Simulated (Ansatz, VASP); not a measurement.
One calculation of SnO, two programs

The input INCAR:

```
SYSTEM = SnO
ALGO     = Normal         ! electronic algorithm
EDIFF    = 1E-7           ! SCF threshold, eV
ENCUT    = 520            ! plane-wave cutoff, eV
GGA      = PS             ! functional
GGA_COMPAT= .False.      
ISIF     = 2              ! what is computed and relaxed
ISMEAR   = -1             ! smearing method
LASPH    = .True.         ! aspherical terms in the spheres
LCHARG   = .False.        ! write CHGCAR
LNONCOLLINEAR= .True.         ! non-collinear magnetism
LORBIT   = 11             ! projections on sites
LORBMOM  = .True.       
LREAL    = .False.        ! projectors in reciprocal space
LSORBIT  = .True.         ! spin-orbit coupling
LWAVE    = .False.        ! write WAVECAR
MAGMOM   = 0 0 0 0 0 0 0 0 0 0 0 0 ! initial moments
NBANDS   = 54             ! bands
NELM     = 150            ! most SCF steps
PREC     = Accurate       ! precision mode
SIGMA    = 0.05           ! smearing width, eV
```

File KPOINTS:

```
k-points
0
Gamma
  7 7 6
  0 0 0
```

File POSCAR:

```
SnO
1.0
    3.8136952200      0.0000000000      0.0000000000
    0.0000000000      3.8136952200      0.0000000000
    0.0000000000      0.0000000000      4.8869133000
Sn O
2 2
Direct
    0.5000000000      0.0000000000      0.7646261400
    0.0000000000      0.5000000000      0.2353738600
    0.0000000000      0.0000000000      0.0000000000
    0.5000000000      0.5000000000      0.0000000000
```

Contents of input.yaml:

```yaml
crystal:
  lattice:
    - [3.81369522, 0.0, 0.0]
    - [0.0, 3.81369522, 0.0]
    - [0.0, 0.0, 4.8869133]
  atoms:
    - { symbol: Sn, position: [0.5, 0.0, 0.76462614] }
    - { symbol: Sn, position: [0.0, 0.5, 0.23537386] }
    - { symbol: O, position: [0.0, 0.0, 0.0] }
    - { symbol: O, position: [0.5, 0.5, 0.0] }
hamiltonian:
  xc: pbesol
  pseudopotentials: { kind: paw_fr }
magnetization:
  noncollinear: true
  spin_orbit: true
kpoints:
  mp_grid: { grid: [7, 7, 6] }
  band_path:
    path:
      - [[0.0, 0.0, 0.0], [0.0, 0.5, 0.0], [0.5, 0.5, 0.0], [0.0, 0.0, 0.0], [0.0, 0.0, 0.5], [0.0, 0.5, 0.5], [0.5, 0.5, 0.5], [0.0, 0.0, 0.5]]
      - [[0.0, 0.5, 0.0], [0.0, 0.5, 0.5]]
      - [[0.5, 0.5, 0.0], [0.5, 0.5, 0.5]]
    npoints: 14
scf:
  occupations: { method: fermi_dirac, width: 0.05 }
  n_extra_bands: 10
output:
  forces: true
  stress: true
  eigenvalues: true
  fatbands: true
```

Alike in both runs: functional PBEsol; k mesh 7 × 7 × 6; occupations fermi-dirac, width 0.05 eV; non-collinear spin, spin-orbit coupling.

|  | VASP | Ansatz |
| --- | --- | --- |
| version | VASP 6.6.1 | Ansatz 0.2.0 |
| potentials or method | VASP PAW PBE potentials, release 64 (Sn_d, O) | Ansatz PAW |
| plane-wave cutoff (eV) | 520 | 420 |
| valence electrons in the cell | 40 | 40 |
| task | single point | band structure |

VASP gave:

- pressure (GPa): -0.3
- traceless stress, the component that is largest in VASP (GPa): -0.06
- rms of the force components (eV/Å): 0.066

Problem. What did Ansatz give for the same quantities?

Solution. Pressure (GPa): -0.6; traceless stress, the component that is largest in VASP (GPa): -0.07; rms of the force components (eV/Å): 0.031.

VASP's potentials were made for PBE, not for PBEsol. Atom by atom the forces differ by 0.035 eV/Å (rms over components).

Noted on Ansatz's run: the k mesh misses the band edges, so the gap on the mesh is wider than the one along the path.
